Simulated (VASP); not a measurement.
# Y (Fd-3m) in VASP: notebook

The runs below take Y through single point, relaxation of cell and atoms, with PBEsol.

Everything below comes from runs of VASP 6.6.1. Logs are shortened: lines on timing, memory, paths and dates and some standing lists are left out, and cuts for length are marked.

### Step 1. The cell of the first run

Symmetry: Fd-3m, No. 227, cubic system. Conventional cell: a = 6.820 Å, b = 6.820 Å, c = 6.820 Å, α = 90.00°, β = 90.00°, γ = 90.00°. Within 3.9 Å of Y (site symmetry -43m) lie 4 Y at 2.95 Å.

This isn't the form of Y at room conditions, which is hcp.

### Step 2. Single point, PBEsol

INCAR reads:

```
PREC     = Accurate       # precision mode
ENCUT    = 500            # plane-wave cutoff, eV
EDIFF    = 1E-6           # SCF threshold, eV
ISMEAR   = -1             # smearing method
SIGMA    = 0.1            # smearing width, eV
LREAL    = False          # projectors in reciprocal space
LASPH    = True           # aspherical terms in the spheres
NELM     = 120            # most SCF steps
ALGO     = Normal         # electronic algorithm
ISIF     = 2              # what is computed and relaxed
LWAVE    = False          # write WAVECAR
LCHARG   = False          # write CHGCAR
GGA      = PS             # functional
NBANDS   = 18             # bands
GGA_COMPAT= False
```

KPOINTS reads:

```
Automatic mesh
0
Gamma
  6 6 6
```

POSCAR reads:

```
Y
1.0
    0.0000000000      3.4100973473      3.4100973473
    3.4100973473      0.0000000000      3.4100973473
    3.4100973473      3.4100973473      0.0000000000
Y
2
Direct
    0.0000000000      0.0000000000      0.0000000000
    0.2500000000      0.2500000000      0.2500000000
```

Potentials or basis: VASP PAW PBE potentials, release 64 (Y_sv).

The run is started by

```
cat potpaw_PBE.64/Y_sv/POTCAR > POTCAR
mpirun -np 1 vasp_std > vasp.out
```

OUTCAR:

```text
PREC = Accurate
   ENCUT = 500
   EDIFF = 1E-6
   ISMEAR = -1
   LREAL = False
   LASPH = True
   NELM = 120
   ISIF = 2
   GGA = PS

 ion  position               nearest neighbor table
   1  0.000  0.000  0.000-   2 2.95   2 2.95   2 2.95   2 2.95
   2  0.250  0.250  0.250-   1 2.95   1 2.95   1 2.95   1 2.95

  LATTYP: Found a face centered cubic cell.
 ALAT       =     6.8201946946

  Lattice vectors:

 A1 = (   0.0000000000,   3.4100973473,   3.4100973473)
 A2 = (   3.4100973473,   0.0000000000,   3.4100973473)
 A3 = (   3.4100973473,   3.4100973473,   0.0000000000)

Analysis of symmetry for initial positions (statically):
=====================================================================
 Subroutine PRICEL returns:
 Original cell was already a primitive cell.

 Routine SETGRP: Setting up the symmetry group for a
 face centered cubic supercell.

 Subroutine GETGRP returns: Found 48 space group operations
 (whereof 24 operations were pure point group operations)
 out of a pool of 48 trial point group operations.

The static configuration has the point symmetry T_d .
 The point group associated with its full space group is O_h .

Analysis of symmetry for dynamics (positions and initial velocities):
=====================================================================
 Subroutine PRICEL returns:
 Original cell was already a primitive cell.

 Routine SETGRP: Setting up the symmetry group for a
 face centered cubic supercell.

 Subroutine GETGRP returns: Found 48 space group operations
 (whereof 24 operations were pure point group operations)
 out of a pool of 48 trial point group operations.

The dynamic configuration has the point symmetry T_d .
 The point group associated with its full space group is O_h .

 Subroutine INISYM returns: Found 48 space group operations
 (whereof 24 operations are pure point group operations),
 and found     1 'primitive' translations

----------------------------------------------------------------------------------------

                                     Primitive cell

  volume of cell :      79.3104

  direct lattice vectors                    reciprocal lattice vectors
     0.000000000  3.410097347  3.410097347    -0.146623380  0.146623380  0.146623380
[... 71 lines left out ...]
   ISPIN  =      1    spin polarized calculation?
   LNONCOLLINEAR =      F non collinear calculations
   LSORBIT =      F    spin-orbit coupling
   LASPH  =      T    aspherical Exc in radial PAW
   ENCUT  =  500.0 eV  36.75 Ry    6.06 a.u.   8.79  8.79  8.79*2*pi/ulx,y,z
   NELM   =    120;   NELMIN=  2; NELMDL= -5     # of ELM steps
   EDIFF  = 0.1E-05   stopping-criterion for ELM
   LREAL  =      F    real-space projection
   EDIFFG = 0.1E-04   stopping-criterion for IOM
   NSW    =      0    number of steps for IOM
   IBRION =     -1    ionic relax: 0-MD 1-quasi-New 2-CG
   NFREE  =      0    steps in history (QN), initial steepest desc. (CG)
   ISIF   =      2    stress and relaxation
   ISYM   =      2    0-nonsym 1-usesym 2-fastsym
   POTIM  = 0.5000    time-step for ionic-motion
   TEBEG  =    0.0;   TEEND  =   0.0 temperature during run
   PSTRESS=    0.0 pullay stress
   NELECT =      22.0000    total number of electrons
   NUPDOWN=      -1.0000    fix difference up-down
   EMIN   =  10.00;   EMAX   =-10.00  energy-range for DOS
   EFERMI =   0.00;   METHOD = LEGACY
   ISMEAR =    -1;   SIGMA  =   0.10  broadening in eV -4-tet -1-fermi 0-gaus
   EFERMI_NEDOS =   21; number of points for ismear=-14 and -15
   IALGO  =     38    algorithm
   IMIX   =      4    mixing-type and parameters
     AMIX     =   0.40;   BMIX     =  1.00
     AMIX_MAG =   1.60;   BMIX_MAG =  1.00
  volume/ion in A,a.u.               =      39.66       267.61
  Fermi-wavevector in a.u.,A,eV,Ry     =   1.067675  2.017613 15.509679  1.139929
  Thomas-Fermi vector in A             =   2.203299
   LORBIT       =      0    0 simple, 1 ext, 2 COOP (PROOUT), +10 PAW based schemes
   GGA     = PS    functional components
   LHFCALC =     F    Hartree Fock is set to
   AEXX    =    0.0000 exact exchange contribution
   IVDW    =     0    specifies the selected vdW correction
   LEPSILON=     F    determine dielectric tensor
   LRPA    =     F    only Hartree local field effects (RPA)
 non-spin polarized calculation
  energy-cutoff  :      500.00
  volume of cell :       79.31
 maximum number of plane-waves:      2044
   NGX = 17   NGY = 17   NGZ = 17

 number of electron      22.0000001 magnetization

 Free energy of the ion-electron system (eV)
  ---------------------------------------------------
  ext. energy  EPLUGINS =         0.00000000
  ---------------------------------------------------
  free energy    TOTEN  =        -9.70203661 eV

  energy without entropy =       -9.58923269  energy(sigma->0) =       -9.64563465

 E-fermi :   1.6123     XC(G=0):  -8.6246

 val. band max:        1.5746961029   @ k =   0.3333   0.3333   0.0000
 cond. band min:       1.6709970597   @ k =  -0.3333   0.5000   0.1667
 fundamental gap:      0.0963009567
 Fermi energy:         1.6123165462

 k-point     1 :       0.0000    0.0000    0.0000
  band No.  band energies     occupation
      1     -41.4995      2.00000
      2     -41.1088      2.00000
      3     -21.7664      2.00000
      4     -21.7664      2.00000
      5     -21.7664      2.00000
      6     -20.9993      2.00000
[... 313 lines left out ...]
      5     -21.3900      2.00000
      6     -21.3900      2.00000
[... 10 lines left out ...]
     17       5.5358      0.00000
     18       5.5358      0.00000

------------------------ aborting loop because EDIFF is reached ----------------------------------------

  FORCE on cell =-STRESS in cart. coord.  units (eV):
  Direction    XX          YY          ZZ          XY          YZ          ZX
  --------------------------------------------------------------------------------------
  -------------------------------------------------------------------------------------
  Total       -0.0728038     -0.0728038     -0.0728038     -0.0000000     -0.0000000      0.0000000
  in kB       -1.4707353     -1.4707353     -1.4707353     -0.0000000     -0.0000000      0.0000000
  external PRESSURE =      -1.4707353 kB  Pullay stress =       0.0000000 kB

 VOLUME and BASIS-vectors are now :
 -----------------------------------------------------------------------------
  energy-cutoff  :      500.00
  volume of cell :       79.31
      direct lattice vectors                 reciprocal lattice vectors
     0.000000000  3.410097347  3.410097347    -0.146623380  0.146623380  0.146623380
     3.410097347  0.000000000  3.410097347     0.146623380 -0.146623380  0.146623380
     3.410097347  3.410097347  0.000000000     0.146623380  0.146623380 -0.146623380

 POSITION                                       TOTAL-FORCE (eV/Angst)
 -----------------------------------------------------------------------------------
      0.00000      0.00000      0.00000         0.000000     -0.000000     -0.000000
      1.70505      1.70505      1.70505        -0.000000      0.000000      0.000000
 -----------------------------------------------------------------------------------
    total drift:                                0.000000      0.000000      0.000000

  FREE ENERGIE OF THE ION-ELECTRON SYSTEM (eV)
  ---------------------------------------------------
  free  energy   TOTEN  =        -9.7020366128 eV

  energy  without entropy=       -9.5892326884  energy(sigma->0) =       -9.64563465
```

It took 23 s on 1 thread of Intel Xeon Platinum 8259CL at 2.50GHz (Skylake/Cascade Lake), shared host; peak memory 0.21 GiB.

What came out:

```
Free energy            : -9.7020 eV
Pressure               : -0.1 GPa
Band gap on the k mesh : zero (bands 11 and 12 overlap by 0.46 eV)
```

Levels at points of the mesh, in eV from the Fermi level:
```csv
k point,band 7,band 8,band 9,band 10,band 11,band 12,band 13,band 14,band 15,band 16
"(0.00, 0.00, 0.00)",-22.61,-22.61,-3.73,-0.11,-0.11,0.54,0.54,0.54,2.22,2.22
"(0.50, 0.00, 0.00)",-22.51,-22.51,-1.63,-0.70,-0.10,-0.10,0.53,0.53,0.77,3.20
"(0.50, 0.50, 0.00)",-22.41,-22.41,-1.12,-1.12,0.11,0.11,0.63,0.63,2.13,2.13
```

Caveat: the PAW data sets were made with another functional, which shifts forces and pressure a little.

### Step 3. Relaxation of cell and atoms, PBEsol

This run uses another cell than the first one, of 39.07 Å³/atom.

INCAR reads:

```
SYSTEM = Y
ALGO     = Normal         ! electronic algorithm
EDIFF    = 1E-7           ! SCF threshold, eV
EDIFFG   = -0.01          ! ionic threshold
ENCUT    = 500            ! plane-wave cutoff, eV
GGA      = PS             ! functional
GGA_COMPAT= .FALSE.      
IBRION   = 2              ! ionic algorithm
ISIF     = 3              ! what is computed and relaxed
ISMEAR   = -1             ! smearing method
LASPH    = .TRUE.         ! aspherical terms in the spheres
LCHARG   = .FALSE.        ! write CHGCAR
LREAL    = .FALSE.        ! projectors in reciprocal space
LWAVE    = .FALSE.        ! write WAVECAR
NELM     = 120            ! most SCF steps
NELMIN   = 4            
NSW      = 60             ! ionic steps
PREC     = Accurate       ! precision mode
SIGMA    = 0.1            ! smearing width, eV
```

KPOINTS reads:

```
k-points
0
G
  6 6 6
  0 0 0
```

POSCAR reads:

```
Y
1.0
    0.0000000000      3.3932154007      3.3932154007
    3.3932154007      0.0000000000      3.3932154007
    3.3932154007      3.3932154007      0.0000000000
Y
2
Direct
    0.0000000000      0.0000000000      0.0000000000
    0.2500000000      0.2500000000      0.2500000000
```

Potentials or basis: VASP PAW PBE potentials, release 64 (Y_sv).

The run is started by

```
cat potpaw_PBE.64/Y_sv/POTCAR > POTCAR
mpirun -np 1 vasp_std > vasp.out
```

OUTCAR:

```text
SYSTEM = Y
   EDIFF = 1E-7
   EDIFFG = -0.01
   ENCUT = 500
   GGA = PS
   IBRION = 2
   ISIF = 3
   ISMEAR = -1
   LASPH = .TRUE.
   LREAL = .FALSE.
   NELM = 120
   NELMIN = 4
   NSW = 60
   PREC = Accurate

 ion  position               nearest neighbor table
   1  0.000  0.000  0.000-   2 2.94   2 2.94   2 2.94   2 2.94
   2  0.250  0.250  0.250-   1 2.94   1 2.94   1 2.94   1 2.94

  LATTYP: Found a face centered cubic cell.
[... 471 lines left out ...]

  FORCE on cell =-STRESS in cart. coord.  units (eV):
  Direction    XX          YY          ZZ          XY          YZ          ZX
  --------------------------------------------------------------------------------------
  -------------------------------------------------------------------------------------
  Total        0.0044571      0.0044571      0.0044571      0.0000000      0.0000000     -0.0000000
  in kB        0.0913908      0.0913908      0.0913908      0.0000000      0.0000000     -0.0000000
  external PRESSURE =       0.0913908 kB  Pullay stress =       0.0000000 kB

 VOLUME and BASIS-vectors are now :
 -----------------------------------------------------------------------------
  energy-cutoff  :      500.00
  volume of cell :       78.14
      direct lattice vectors                 reciprocal lattice vectors
     0.000000000  3.393215401  3.393215401    -0.147352862  0.147352862  0.147352862
     3.393215401  0.000000000  3.393215401     0.147352862 -0.147352862  0.147352862
     3.393215401  3.393215401  0.000000000     0.147352862  0.147352862 -0.147352862

 POSITION                                       TOTAL-FORCE (eV/Angst)
 -----------------------------------------------------------------------------------
      0.00000      0.00000      0.00000         0.000000      0.000000      0.000000
      1.69661      1.69661      1.69661        -0.000000     -0.000000     -0.000000
 -----------------------------------------------------------------------------------
    total drift:                                0.000000      0.000000      0.000000

  FREE ENERGIE OF THE ION-ELECTRON SYSTEM (eV)
  ---------------------------------------------------
  free  energy   TOTEN  =        -9.7024564503 eV

  energy  without entropy=       -9.5937839616  energy(sigma->0) =       -9.64812021

 reached required accuracy - stopping structural energy minimisation
```

OSZICAR:

```text
N       E                     dE             d eps       ncg     rms          rms(c)
DAV:   1     0.839802830866E+02    0.83980E+02   -0.11353E+04   480   0.134E+03
DAV:   2    -0.351172048120E+01   -0.87492E+02   -0.86711E+02   599   0.270E+02
DAV:   3    -0.984963059454E+01   -0.63379E+01   -0.61212E+01   960   0.429E+01
DAV:   4    -0.100026173494E+02   -0.15299E+00   -0.15194E+00   571   0.738E+00
DAV:   5    -0.100073577119E+02   -0.47404E-02   -0.47110E-02   755   0.995E-01    0.178E+01
DAV:   6    -0.969907527094E+01    0.30828E+00   -0.74105E-01   501   0.434E+00    0.105E+01
DAV:   7    -0.970756488253E+01   -0.84896E-02   -0.76763E-01   746   0.401E+00    0.146E+00
DAV:   8    -0.970244098530E+01    0.51239E-02   -0.11524E-01   564   0.201E+00    0.678E-01
DAV:   9    -0.970262345312E+01   -0.18247E-03   -0.68180E-03   589   0.609E-01    0.216E-01
DAV:  10    -0.970246169920E+01    0.16175E-03   -0.67722E-04   845   0.157E-01    0.305E-02
DAV:  11    -0.970245967500E+01    0.20242E-05   -0.10314E-04   695   0.598E-02    0.247E-02
DAV:  12    -0.970245620564E+01    0.34694E-05   -0.16424E-05   543   0.348E-02    0.188E-03
DAV:  13    -0.970245644172E+01   -0.23608E-06   -0.63994E-07   676   0.524E-03    0.541E-04
DAV:  14    -0.970245645032E+01   -0.85975E-08   -0.15640E-08   331   0.870E-04
   1 F= -.97024565E+01 E0= -.96481202E+01  d E =-.970246E+01
```

Run time: 24 s. Hardware: 1 thread of Intel Xeon Platinum 8259CL at 2.50GHz (Skylake/Cascade Lake), shared host; peak memory 0.21 GiB.

What came out:

```yaml
Free_energy: -9.7025 eV
Pressure_after_relaxing: 0.0 GPa
Band_gap_on_the_k_mesh: zero (bands 11 and 12 overlap by 0.47 eV)
```

Final structure:
```cif
data_structure
_symmetry_space_group_name_H-M 'P 1'
_symmetry_Int_Tables_number 1
_cell_length_a 4.7987
_cell_length_b 4.7987
_cell_length_c 4.7987
_cell_angle_alpha 60.000
_cell_angle_beta 60.000
_cell_angle_gamma 60.000
_cell_volume 78.14
loop_
_atom_site_label
_atom_site_type_symbol
_atom_site_fract_x
_atom_site_fract_y
_atom_site_fract_z
_atom_site_occupancy
Y1 Y 0.00000 0.00000 0.00000 1
Y2 Y 0.25000 0.25000 0.25000 1
```

Caveat: the relaxation stopped at its first step, so nothing moved; the PAW data sets were made with another functional, which shifts forces and pressure a little.

### Step 4. Relaxation of cell and atoms, PBEsol

This run uses another cell than the first one, of 42.88 Å³/atom.

INCAR reads:

```
ALGO = Normal
EDIFF = 1E-7
EDIFFG = -0.01
ENCUT = 500
GGA = PS
GGA_COMPAT = F
IBRION = 2
ISIF = 3
ISMEAR = -1
LASPH = T
LCHARG = F
LREAL = F
LWAVE = F
NELM = 120
NELMIN = 4
NSW = 60
PREC = Accurate
SIGMA = 0.1
```

KPOINTS reads:

```
k-points
0
Gamma
  6 6 6
```

POSCAR reads:

```
Y
1.0
    0.0000000000      3.5000000000      3.5000000000
    3.5000000000      0.0000000000      3.5000000000
    3.5000000000      3.5000000000      0.0000000000
Y
2
Direct
    0.0000000000      0.0000000000      0.0000000000
    0.2500000000      0.2500000000      0.2500000000
```

The run is started by

```
cat potpaw_PBE.64/Y_sv/POTCAR > POTCAR
mpirun -np 1 vasp_std > vasp.out
```

It took 99 s on 1 thread of Intel Xeon Platinum 8259CL at 2.50GHz (Skylake/Cascade Lake), shared host; peak memory 0.22 GiB.

It converged, with:

```yaml
Free_energy: -9.7029 eV
Relaxed_volume: 39.11 Å³/atom
Relaxed_cell: a = 4.800 Å, b = 4.800 Å, c = 4.800 Å, α = 60.00°, β = 60.00°, γ = 60.00°
Space_group_after_relaxing_to_0.1_Å: Fd-3m (No. 227)
Energy_gained_by_relaxing: 9.2 meV/atom
Ionic_steps: 5
Pressure_after_relaxing: 0.0 GPa
Band_gap_on_the_k_mesh: zero (bands 11 and 12 overlap by 0.47 eV)
```

Step by step:
| step | energy change (eV) | largest force (eV/Å) | pressure (GPa) | volume (Å³) |
| --- | --- | --- | --- | --- |
| 1 | 0.0000 | 0.0000 | -0.74 | 85.75 |
| 2 | -0.0095 | 0.0000 | -0.51 | 83.31 |
| 3 | -0.0181 | 0.0000 | 0.12 | 77.49 |
| 4 | -0.0183 | 0.0000 | -0.04 | 78.48 |
| 5 | -0.0184 | 0.0000 | 0.00 | 78.22 |

Final structure:
```
Y
1.0
     0.00000    3.39436    3.39436
     3.39436    0.00000    3.39436
     3.39436    3.39436    0.00000
Y
2
Direct
  0.00000 0.00000 0.00000
  0.25000 0.25000 0.25000
```

Levels at points of the mesh, in eV from the Fermi level:
| k point | band 9 | band 10 | band 11 | band 12 | band 13 | band 14 |
| --- | --- | --- | --- | --- | --- | --- |
| (0.00, 0.00, 0.00) | -3.75 | -0.12 | -0.12 | 0.55 | 0.55 | 0.55 |
| (0.50, 0.00, 0.00) | -1.61 | -0.71 | -0.12 | -0.12 | 0.53 | 0.53 |
| (0.50, 0.50, 0.00) | -1.15 | -1.15 | 0.16 | 0.16 | 0.63 | 0.63 |

Caveat: the PAW data sets were made with another functional, which shifts forces and pressure a little.

### Step 5. Summary

| task | cell | gap on the mesh (eV) | pressure (GPa) |
| --- | --- | --- | --- |
| single point | a = 4.823 Å, angles 60.0°, 2 atoms | none | -0.1 |
| relaxation of cell and atoms | relaxed from a = 4.799 Å, angles 60.0°, 2 atoms | none | 0.0 |
| relaxation of cell and atoms | relaxed from a = 4.950 Å, angles 60.0°, 2 atoms | none | 0.0 |

Alike in all rows: level PBEsol; potentials or basis VASP PAW PBE potentials, release 64 (Y_sv); no spin polarisation; k mesh 6 × 6 × 6; cutoff (eV) 500; smearing fermi-dirac 0.1 eV.

Caveats: the PAW data sets were made with another functional, which shifts forces and pressure a little; the relaxation stopped at its first step, so nothing moved (at least some runs).

Total energies depend on the potentials used, so only differences within one code and one set of settings carry meaning.
